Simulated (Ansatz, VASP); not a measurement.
# Al2O3: VASP beside Ansatz

```xyz
10
Lattice="2.4908 1.4380 4.4075 -2.4908 1.4380 4.4075 0.0000 -2.8761 4.4075" Properties=species:S:1:pos:R:3 pbc="T T T"
Al    0.0000    0.0000   11.2660
Al    0.0000    0.0000    8.5677
Al    0.0000    0.0000    1.9565
Al    0.0000    0.0000    4.6548
O    -0.9671   -1.4380    5.5093
O     1.7289   -0.1185    5.5093
O    -0.7618    1.5566    5.5093
O     0.9671    1.4380    7.7131
O    -1.7289    0.1185    7.7131
O     0.7618   -1.5566    7.7131
```

Alike in both runs: task single point; functional PBEsol; k mesh 6 × 6 × 6; occupations gaussian, width 0.05 eV; no spin polarisation.

|  | VASP | Ansatz |
| --- | --- | --- |
| version | VASP 6.6.1 | Ansatz 0.2.0 |
| potentials or method | VASP PAW PBE potentials, release 64 (Al, O), cutoff 520 eV | scalar-relativistic, plane waves, PAW |
| valence electrons in the cell | 48 | 48 |

|  | VASP | Ansatz | Ansatz less VASP |
| --- | --- | --- | --- |
| gap on the k mesh at the Fermi level (eV) | 4.65 | 4.65 | -0.001 |
| least direct gap on the mesh (eV) | 4.65 | 4.65 | -0.001 |
| pressure (GPa) | -20.3 | -20.3 | -0.01 |
| traceless stress, the component that is largest in VASP (GPa) | 7.03 | 7.04 | +0.006 |
| rms of the force components (eV/Å) | 0.098 | 0.097 | -0.0014 |

VASP's potentials were made for PBE, not for PBEsol, and Ansatz warns of the same on its side. Atom by atom the forces differ by 0.002 eV/Å (rms over components).
